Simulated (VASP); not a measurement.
A run of VASP 6.6.1 is set up as follows.

The input INCAR:

```
ALGO = Normal
EDIFF = 1E-7
EDIFFG = -0.005
ENCUT = 600
GGA = CA
IBRION = 2
ISIF = 3
ISMEAR = -1
LASPH = True
LCHARG = False
LREAL = False
LWAVE = False
NELM = 60
NSW = 80
PREC = Accurate
SIGMA = 0.02
```

File KPOINTS:

```
k-points
0
Gamma
  6 6 6
```

The input POSCAR:

```
KCl
1.0
    3.8344708363      0.0000000000      0.0000000000
    0.0000000000      3.8344708363      0.0000000000
    0.0000000000      0.0000000000      3.8344708363
K Cl
1 1
Direct
    0.0000000000      0.0000000000      0.0000000000
    0.5000000000      0.5000000000      0.5000000000
```

Potentials or basis: VASP PAW LDA potentials, release 64 (K_sv, Cl).

Launch:

```bash
$ cat potpaw_LDA.64/K_sv/POTCAR potpaw_LDA.64/Cl/POTCAR > POTCAR
$ mpirun -np 1 vasp_std > vasp.out
```

**Question.** Predict the relaxed volume.

**Answer.** 24.17 Å³/atom.

**Question.** What does it give for the space group after relaxing (to 0.05 Å)?

**Answer.** Pm-3m (No. 221).

**Question.** What does it give for the band gap on the k mesh?

**Answer.** 5.10 eV, indirect (least direct gap 5.34 eV).

Final structure:
```cif
data_structure
_symmetry_space_group_name_H-M 'P 1'
_symmetry_Int_Tables_number 1
_cell_length_a 3.6430
_cell_length_b 3.6430
_cell_length_c 3.6430
_cell_angle_alpha 90.000
_cell_angle_beta 90.000
_cell_angle_gamma 90.000
_cell_volume 48.35
loop_
_atom_site_label
_atom_site_type_symbol
_atom_site_fract_x
_atom_site_fract_y
_atom_site_fract_z
_atom_site_occupancy
K1 K 0.00000 0.00000 0.00000 1
Cl1 Cl 0.50000 0.50000 0.50000 1
```

A k mesh can miss the band edges.
